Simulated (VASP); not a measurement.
Here is a VASP 6.6.1 calculation.

Contents of POSCAR:

```
Ta
1.0
   -1.6512800000      1.6512800000      1.6512800000
    1.6512800000     -1.6512800000      1.6512800000
    1.6512800000      1.6512800000     -1.6512800000
Ta
1
Direct
    0.0000000000      0.0000000000      0.0000000000
```

INCAR.step1

```
  PREC = Accurate
  ENCUT = 520
  EDIFF = 1E-7
  ISMEAR = -1
  SIGMA = 0.1
  LREAL = False
  LASPH = True
  NELM = 150
  ALGO = Fast
  ISIF = 2
  LWAVE = False
  LCHARG = True
  ISPIN = 2
  MAGMOM = -0.26
  LMAXMIX = 4
  NBANDS = 16
```

The input KPOINTS.step1:

```
Automatic mesh
0
Gamma
  11 11 11
```

File INCAR.step2:

```
  PREC = Accurate
  ENCUT = 520
  EDIFF = 1E-7
  ISMEAR = -5
  SIGMA = 0.1
  LREAL = False
  LASPH = True
  NELM = 150
  ALGO = Fast
  ISIF = 2
  LWAVE = False
  LCHARG = False
  ISPIN = 2
  MAGMOM = -0.26
  LORBIT = 11
  LMAXMIX = 4
  NBANDS = 16
  NEDOS = 1001
  ICHARG = 11
```

The input KPOINTS.step2:

```
Automatic mesh
0
Gamma
  17 17 17
```

Potentials or basis: VASP PAW LDA potentials, release 64 (Ta_pv).

The run is started by

```bash
$ cat potpaw_LDA.64/Ta_pv/POTCAR > POTCAR
$ cp INCAR.step1 INCAR
$ cp KPOINTS.step1 KPOINTS
$ mpirun -np 1 vasp_std > vasp.out
$ cp INCAR.step2 INCAR
$ cp KPOINTS.step2 KPOINTS
$ mpirun -np 1 vasp_std > vasp.out
```

(1) Predict the net moment.

## Answers

(1) 0.00 μB per cell.
